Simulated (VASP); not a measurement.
A run of VASP 6.6.1 is set up as follows.

INCAR

```
SYSTEM = AlIn3Sb2
PREC = Accurate
ENCUT = 520
EDIFF = 1E-6
ISMEAR = 0
SIGMA = 0.1
LREAL = .FALSE.
LASPH = .TRUE.
NELM = 100
ALGO = Fast
ISIF = 2
LWAVE = .FALSE.
LCHARG = .TRUE.
GGA = PE
LELF = .TRUE.
LVHAR = .TRUE.
NBANDS = 35
```

KPOINTS

```
Automatic mesh
0
G
  8 8 6
  0 0 0
```

POSCAR

```
AlIn3Sb2
1.0
    5.7315863931      0.0000000000      0.0000000000
    0.0000000000      5.7315863931      0.0000000000
    0.0000000000      0.0000000000      6.0550707769
Al In Sb
1 3 2
Direct
    0.5000000000      0.5000000000      0.0000000000
    0.5000000000      0.0000000000      0.5000000000
    0.0000000000      0.5000000000      0.5000000000
    0.5000000000      0.5000000000      0.5000000000
    0.5000000000      0.0000000000      0.0000000000
    0.0000000000      0.5000000000      0.0000000000
```

Potentials or basis: VASP PAW PBE potentials, release 64 (Al, In_d, Sb).

Command:

```console
$ cat potpaw_PBE.64/Al/POTCAR potpaw_PBE.64/In_d/POTCAR potpaw_PBE.64/Sb/POTCAR > POTCAR
$ mpirun -np 1 vasp_std > vasp.out
```

Problem. Estimate the pressure.

Solution. 0.0 GPa.

Problem. Predict the band gap on the k mesh.

Solution. Zero (bands 26 and 27 overlap by 2.00 eV).

Caveat: spin-orbit coupling is left out, which moves the levels of the heavy elements.
